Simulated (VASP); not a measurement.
Input of a VASP 6.6.1 run:

File INCAR:

```
SYSTEM = GeS
  PREC = Accurate
  ENCUT = 500
  EDIFF = 1E-6
  ISMEAR = 0
  SIGMA = 0.02
  LREAL = .False.
  LASPH = .True.
  NELM = 120
  ALGO = Normal
  ISIF = 2
  LWAVE = .False.
  LCHARG = .False.
  GGA = PE
  NBANDS = 50
  GGA_COMPAT = .False.
```

KPOINTS

```
Automatic mesh
0
Gamma
  4 8 6
  0.5 0.5 0.5
```

File POSCAR:

```
GeS
1.0
   10.7854111416      0.0000000000      0.0000000000
    0.0000000000      3.6648200634      0.0000000000
    0.0000000000      0.0000000000      4.4582437440
Ge S
4 4
Direct
    0.8740332185      0.2500000000      0.3645159732
    0.1259667815      0.7500000000      0.6354840268
    0.6259667815      0.7500000000      0.8645159732
    0.3740332185      0.2500000000      0.1354840268
    0.6529281366      0.2500000000      0.5025668628
    0.3470718634      0.7500000000      0.4974331372
    0.8470718634      0.7500000000      0.0025668628
    0.1529281366      0.2500000000      0.9974331372
```

Potentials or basis: VASP PAW PBE potentials, release 64 (Ge_d, S).

Launch:

```bash
$ cat potpaw_PBE.64/Ge_d/POTCAR potpaw_PBE.64/S/POTCAR > POTCAR
$ mpirun -np 1 vasp_std > vasp.out
```

Problem. Predict the largest force.

Solution. 0.008 eV/Å.

Problem. What does it give for the band gap on the k mesh?

Solution. 1.40 eV (least direct gap 1.51 eV).

Problem. Estimate the pressure.

Solution. -0.1 GPa.

Forces on the atoms (eV/Å):
```
Ge  -0.002  0.000  0.008
Ge   0.002  0.000 -0.008
Ge   0.002  0.000  0.008
Ge  -0.002  0.000 -0.008
S    0.003  0.000 -0.006
S   -0.003  0.000  0.006
S   -0.003  0.000 -0.006
S    0.003  0.000  0.006
```

Caveat: a shifted mesh leaves out Γ, where band edges can lie. A k mesh can miss the band edges.
